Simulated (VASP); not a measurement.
# Ta3Ti2N5 (P-6m2) in VASP: a series of runs

Runs on Ta3Ti2N5. Level: PBE. Tasks: single point.

Program: VASP 6.6.1. These are calculated values, not measurements. Logs are shortened: lines on timing, memory, paths and dates and some standing lists are left out, and cuts for length are marked.

### Step 1. The cell of the first run

It takes space group P-6m2 (No. 187, hexagonal). The conventional cell has a = 2.936 Å, b = 2.936 Å, c = 14.104 Å, α = 90.00°, β = 90.00°, γ = 120.00°. Ti (site symmetry 3m) has 6 N at 2.16 to 2.21 Å and 7 Ti at 2.67 to 2.94 Å and 1 Ta at 2.81 Å within 3.0 Å. Ta (site symmetry -6m2) has 6 N at 2.23 Å and 8 Ta at 2.91 to 2.94 Å within 3.0 Å. Ta (site symmetry 3m) has 6 N at 2.19 to 2.24 Å and 1 Ti at 2.81 Å and 7 Ta at 2.91 to 2.94 Å within 3.0 Å. Within 3.0 Å of N (site symmetry 3m) lie 6 Ta at 2.23 to 2.24 Å and 8 N at 2.85 to 2.94 Å. N (site symmetry 3m) has 3 Ta at 2.19 Å and 3 Ti at 2.21 Å and 8 N at 2.76 to 2.94 Å within 3.0 Å. Within 3.0 Å of N (site symmetry -6m2) lie 6 Ti at 2.16 Å and 8 N at 2.76 to 2.94 Å.

### Step 2. Single point, PBE, collinear spin

The input, INCAR:

```
PREC     = Accurate       # precision mode
ENCUT    = 600            # plane-wave cutoff, eV
EDIFF    = 1E-6           # SCF threshold, eV
ISMEAR   = 0              # smearing method
SIGMA    = 0.1            # smearing width, eV
LREAL    = False          # projectors in reciprocal space
LASPH    = True           # aspherical terms in the spheres
NELM     = 200            # most SCF steps
ALGO     = Normal         # electronic algorithm
ISIF     = 2              # what is computed and relaxed
LWAVE    = False          # write WAVECAR
LCHARG   = False          # write CHGCAR
ISPIN    = 2              # spin polarisation
MAGMOM   = 1 1 0 0 0 0 0 0 0 0 # initial moments
LORBIT   = 11             # projections on sites
LMAXMIX  = 4              # l up to which the mixer works
GGA      = PE             # functional
NBANDS   = 56             # bands
GGA_COMPAT= False
```

The input, KPOINTS:

```
regular mesh
0
Gamma
  6 6 1
```

The input, POSCAR:

```
Ta3Ti2N5
1.0
    2.9359109093     -0.0000000027      0.0000000000
   -1.4679554523      2.5425734321      0.0000000000
    0.0000000000      0.0000000000     14.1042788705
Ti Ta N
2 3 5
Direct
    0.0000000000      0.0000000000      0.4052480386
    0.0000000000      0.0000000000      0.5947519614
    0.0000000000      0.0000000000      0.0000000000
    0.0000000000      0.0000000000      0.2061502117
    0.0000000000      0.0000000000      0.7938497883
    0.6666666667      0.3333333333      0.8976502181
    0.6666666667      0.3333333333      0.1023497819
    0.6666666667      0.3333333333      0.3045966760
    0.6666666667      0.3333333333      0.5000000000
    0.6666666667      0.3333333333      0.6954033240
```

Potentials or basis: VASP PAW PBE potentials, release 64 (Ti_sv, Ta_pv, N).

On the command line:

```
> cat potpaw_PBE.64/Ti_sv/POTCAR potpaw_PBE.64/Ta_pv/POTCAR potpaw_PBE.64/N/POTCAR > POTCAR
> mpirun -np 1 vasp_std > vasp.out
```

OUTCAR:

```text
PREC = Accurate
   ENCUT = 600
   EDIFF = 1E-6
   ISMEAR = 0
   LREAL = False
   LASPH = True
   NELM = 200
   ISIF = 2
   ISPIN = 2
   LORBIT = 11
   GGA = PE

 ion  position               nearest neighbor table
   1  0.000  0.000  0.405-   9 2.16   9 2.16   9 2.16   8 2.21   8 2.21   8 2.21   2 2.67   4 2.81

   2  0.000  0.000  0.595-   9 2.16   9 2.16   9 2.16  10 2.21  10 2.21  10 2.21   1 2.67   5 2.81

   3  0.000  0.000  0.000-   6 2.23   7 2.23   6 2.23   7 2.23   6 2.23   7 2.23   4 2.91   5 2.91
[... 5 lines left out ...]
   6  0.667  0.333  0.898-   3 2.23   3 2.23   3 2.23   5 2.24   5 2.24   5 2.24
   7  0.667  0.333  0.102-   3 2.23   3 2.23   3 2.23   4 2.24   4 2.24   4 2.24
   8  0.667  0.333  0.305-   4 2.19   4 2.19   4 2.19   1 2.21   1 2.21   1 2.21
   9  0.667  0.333  0.500-   1 2.16   2 2.16   1 2.16   2 2.16   1 2.16   2 2.16
  10  0.667  0.333  0.695-   5 2.19   5 2.19   5 2.19   2 2.21   2 2.21   2 2.21

  LATTYP: Found a hexagonal cell.
 ALAT       =     2.9359109093
 C/A-ratio  =     4.8040554725

  Lattice vectors:

 A1 = (   2.9359109093,  -0.0000000027,   0.0000000000)
 A2 = (  -1.4679554523,   2.5425734321,   0.0000000000)
 A3 = (   0.0000000000,   0.0000000000,  14.1042788705)

Analysis of symmetry for initial positions (statically):
=====================================================================
 Subroutine PRICEL returns:
 Original cell was already a primitive cell.

 Routine SETGRP: Setting up the symmetry group for a
 hexagonal supercell.

 Subroutine GETGRP returns: Found 12 space group operations
 (whereof 12 operations were pure point group operations)
 out of a pool of 24 trial point group operations.

The static configuration has the point symmetry D_3h.

Analysis of symmetry for dynamics (positions and initial velocities):
=====================================================================
 Subroutine PRICEL returns:
 Original cell was already a primitive cell.

 Routine SETGRP: Setting up the symmetry group for a
 hexagonal supercell.

 Subroutine GETGRP returns: Found 12 space group operations
 (whereof 12 operations were pure point group operations)
 out of a pool of 24 trial point group operations.

The dynamic configuration has the point symmetry D_3h.

Analysis of structural, dynamic, and magnetic symmetry:
=====================================================================
 Subroutine PRICEL returns:
 Original cell was already a primitive cell.

 Routine SETGRP: Setting up the symmetry group for a
 hexagonal supercell.

[... 151 lines left out ...]
 E-fermi :   8.5488     XC(G=0): -13.0653

 val. band max:        8.5422858041   @ k =   0.3333   0.3333   0.0000
 cond. band min:       8.6019117598   @ k =   0.0000   0.0000   0.0000
 fundamental gap:      0.0596259557
 Fermi energy:         8.5488356641

 spin component 1

 k-point     1 :       0.0000    0.0000    0.0000
  band No.  band energies     occupation
      1     -48.6426      1.00000
      2     -48.5864      1.00000
      3     -26.6314      1.00000
      4     -26.2811      1.00000
      5     -26.0197      1.00000
      6     -25.6606      1.00000
[... 381 lines left out ...]
     52      12.4074      0.00000
     53      12.4849      0.00000
 Fermi energy:         8.5488356641

 spin component 2

 k-point     1 :       0.0000    0.0000    0.0000
  band No.  band energies     occupation
      1     -48.2219      1.00000
      2     -48.1649      1.00000
      3     -26.6227      1.00000
      4     -26.2649      1.00000
      5     -26.0078      1.00000
      6     -25.6549      1.00000
[... 381 lines left out ...]
     52      12.5198      0.00000
     53      12.7080      0.00000
 [bands above 53 left out]

------------------------ aborting loop because EDIFF is reached ----------------------------------------

  FORCE on cell =-STRESS in cart. coord.  units (eV):
  Direction    XX          YY          ZZ          XY          YZ          ZX
  --------------------------------------------------------------------------------------
  -------------------------------------------------------------------------------------
  Total        0.2916932      0.2916932      0.3928578      0.0000000      0.0000000      0.0000000
  in kB        4.4388409      4.4388409      5.9783137      0.0000000      0.0000000      0.0000000
  external PRESSURE =       4.9519985 kB  Pullay stress =       0.0000000 kB

 VOLUME and BASIS-vectors are now :
 -----------------------------------------------------------------------------
  energy-cutoff  :      600.00
  volume of cell :      105.29
      direct lattice vectors                 reciprocal lattice vectors
     2.935910909 -0.000000003  0.000000000     0.340609791  0.196651154  0.000000000
    -1.467955452  2.542573432  0.000000000     0.000000000  0.393302309  0.000000000
     0.000000000  0.000000000 14.104278870     0.000000000  0.000000000  0.070900470

 POSITION                                       TOTAL-FORCE (eV/Angst)
 -----------------------------------------------------------------------------------
      0.00000      0.00000      5.71573         0.000000     -0.000000     -0.005875
      0.00000      0.00000      8.38855         0.000000     -0.000000      0.005875
      0.00000      0.00000      0.00000        -0.000000     -0.000000      0.000000
      0.00000      0.00000      2.90760        -0.000000     -0.000000     -0.001702
      0.00000      0.00000     11.19668        -0.000000      0.000000      0.001702
      1.46796      0.84752     12.66071         0.000000      0.000000      0.000556
      1.46796      0.84752      1.44357         0.000000      0.000000     -0.000556
      1.46796      0.84752      4.29612        -0.000000      0.000000      0.022295
      1.46796      0.84752      7.05214        -0.000000     -0.000000      0.000000
      1.46796      0.84752      9.80816        -0.000000     -0.000000     -0.022295
 -----------------------------------------------------------------------------------
    total drift:                               -0.000001      0.000000      0.000000

  FREE ENERGIE OF THE ION-ELECTRON SYSTEM (eV)
  ---------------------------------------------------
  free  energy   TOTEN  =      -105.3878474360 eV

  energy  without entropy=     -105.3734370721  energy(sigma->0) =     -105.38064225

 total charge

# of ion       s       p       d       tot
------------------------------------------
    1        2.183   6.196   1.973  10.352
    2        2.183   6.196   1.973  10.352
    3        0.305   6.263   2.419   8.987
    4        0.309   6.265   2.426   9.000
    5        0.309   6.265   2.426   9.000
    6        1.226   2.494   0.000   3.720
    7        1.226   2.494   0.000   3.720
    8        1.234   2.481   0.000   3.716
    9        1.243   2.459   0.000   3.702
   10        1.234   2.481   0.000   3.716
--------------------------------------------------
tot         11.455  43.595  11.216  66.265

 magnetization (x)

# of ion       s       p       d       tot
------------------------------------------
    1        0.011   0.024   0.428   0.463
    2        0.011   0.024   0.428   0.463
    3        0.001   0.002   0.007   0.010
    4        0.003   0.006   0.026   0.035
    5        0.003   0.006   0.026   0.035
    6        0.000   0.002   0.000   0.002
    7        0.000   0.002   0.000   0.002
    8       -0.001  -0.010   0.000  -0.011
    9       -0.003  -0.026   0.000  -0.029
   10       -0.001  -0.010   0.000  -0.011
--------------------------------------------------
tot          0.022   0.021   0.916   0.959
```

OSZICAR:

```text
N       E                     dE             d eps       ncg     rms          rms(c)
DAV:   1     0.108957022197E+04    0.10896E+04   -0.44413E+04  1576   0.186E+03
DAV:   2     0.203685955827E+02   -0.10692E+04   -0.10142E+04  1584   0.561E+02
DAV:   3    -0.113108865691E+03   -0.13348E+03   -0.12807E+03  2144   0.177E+02
[... 11 lines left out ...]
DAV:  15    -0.105387640489E+03   -0.32838E-03   -0.41925E-04  2168   0.107E-01    0.656E-02
DAV:  16    -0.105387772637E+03   -0.13215E-03   -0.17671E-04  2136   0.811E-02    0.404E-02
DAV:  17    -0.105387824540E+03   -0.51903E-04   -0.84272E-05  2088   0.400E-02    0.236E-02
DAV:  18    -0.105387844746E+03   -0.20206E-04   -0.40313E-05  1968   0.257E-02    0.111E-02
DAV:  19    -0.105387847328E+03   -0.25824E-05   -0.71510E-06  1776   0.124E-02    0.456E-03
DAV:  20    -0.105387847436E+03   -0.10756E-06   -0.95840E-07  1216   0.521E-03
   1 F= -.10538785E+03 E0= -.10538064E+03  d E =-.144104E-01  mag=     1.3205
```

It took 2.1 min on 1 thread of Oxide Virtual Turin-like, shared host; peak memory 0.31 GiB.

Results:

```
Free energy                                           : -105.3878 eV
Pressure                                              : 0.5 GPa
Largest force                                         : 0.022 eV/Å
Net moment                                            : 1.32 μB per cell
Site moments                                          : Ti +0.46; Ta +0.01, +0.04 (each value once); N +0.00, -0.01, -0.03 (each value once) μB
Valence electrons inside the program's atomic spheres : Ti 10.35; Ta 8.99, 9.00 (each value once); N 3.72, 3.70 (each value once)
```

Forces in eV/Å, atoms in the order of the input:
```
Ti   0.000  0.000 -0.006
Ti   0.000  0.000  0.006
Ta   0.000  0.000  0.000
Ta   0.000  0.000 -0.002
Ta   0.000  0.000  0.002
N    0.000  0.000  0.001
N    0.000  0.000 -0.001
N    0.000  0.000  0.022
N    0.000  0.000  0.000
N    0.000  0.000 -0.022
```

Caveat: the k points lie up to 0.45 Å⁻¹ apart; a moment this small can come from the mesh or the smearing; spin-orbit coupling is left out, which moves the levels of the heavy elements.

### Step 3. Single point, PBE, collinear spin

This run uses another cell than the first one, of 13.02 Å³/atom.

The input, INCAR:

```
SYSTEM = Ta3Ti2N5
PREC = Accurate ; ENCUT = 600
EDIFF = 1E-6 ; ISMEAR = 0
SIGMA = 0.1 ; LREAL = .FALSE.
LASPH = .TRUE. ; NELM = 200
ALGO = Normal ; ISIF = 2
LWAVE = .FALSE. ; LCHARG = .FALSE.
ISPIN = 2 ; MAGMOM = 1 1 0 0 0 0 0 0 0 0
LORBIT = 11 ; LMAXMIX = 4
GGA = PE ; NBANDS = 56
GGA_COMPAT = .FALSE.
```

The input, KPOINTS:

```
Automatic mesh
0
G
  6 6 1
  0 0 0
```

The input, POSCAR:

```
Ta3Ti2N5
1.0
    3.1275638100      0.0000000000      0.0000000000
   -1.5637819000      2.7085497100      0.0000000000
    0.0000000000      0.0000000000     15.3731036300
Ti Ta N
2 3 5
Direct
    0.0000000000      0.0000000000      0.4000000000
    0.0000000000      0.0000000000      0.6000000000
    0.0000000000      0.0000000000      0.0000000000
    0.0000000000      0.0000000000      0.2000000000
    0.0000000000      0.0000000000      0.8000000000
    0.6666666700      0.3333333300      0.9000000000
    0.6666666700      0.3333333300      0.1000000000
    0.6666666700      0.3333333300      0.3000000000
    0.6666666700      0.3333333300      0.5000000000
    0.6666666700      0.3333333300      0.7000000000
```

Potentials or basis: VASP PAW PBE potentials, release 64 (Ti_sv, Ta_pv, N).

On the command line:

```
> cat potpaw_PBE.64/Ti_sv/POTCAR potpaw_PBE.64/Ta_pv/POTCAR potpaw_PBE.64/N/POTCAR > POTCAR
> mpirun -np 1 vasp_std > vasp.out
```

Wall time 2.9 min (1 thread of Oxide Virtual Turin-like, shared host); peak memory 0.38 GiB.

It converged, with:

- Free energy: -101.4761 eV
- Pressure: -40.3 GPa
- Largest force: 0.900 eV/Å
- Net moment: 1.78 μB per cell
- Site moments: Ti +0.67; Ta +0.01, +0.03 (each value once); N +0.00, -0.03, -0.07 (each value once) μB
- Valence electrons inside the program's atomic spheres: Ti 10.01; Ta 8.61, 8.60 (each value once); N 3.58, 3.56, 3.54 (each value once)

Forces in eV/Å, atoms in the order of the input:
```
Ti   0.000  0.000  0.662
Ti   0.000  0.000 -0.662
Ta   0.000  0.000  0.000
Ta   0.000  0.000  0.900
Ta   0.000  0.000 -0.900
N    0.000  0.000  0.133
N    0.000  0.000 -0.133
N    0.000  0.000 -0.639
N    0.000  0.000  0.000
N    0.000  0.000  0.639
```

Stress tensor (GPa, compression positive):
```
-35.68   0.00   0.00
  0.00 -35.68   0.00
  0.00   0.00 -49.44
```

Levels at points of the mesh, in eV from the Fermi level:
Spin up:
```tsv
k point	band 40	band 41	band 42	band 43	band 44	band 45
(0.00, 0.00, 0.00)	-0.18	0.14	0.14	0.32	0.32	1.09
(0.50, 0.00, 0.00)	-1.04	-0.37	-0.37	1.68	1.68	1.75
```
Spin down:
```csv
k point,band 36,band 37,band 38,band 39,band 40,band 41,band 42,band 43,band 44,band 45
"(0.00, 0.00, 0.00)",-1.87,-1.56,-1.56,-0.06,0.14,0.44,0.44,0.76,0.76,1.38
"(0.50, 0.00, 0.00)",-2.52,-1.93,-1.76,-0.96,-0.56,0.04,0.56,2.08,2.23,2.26
```

Caveat: the k points lie up to 0.41 Å⁻¹ apart; spin-orbit coupling is left out, which moves the levels of the heavy elements.

(Part 1 of 2 ends here.)
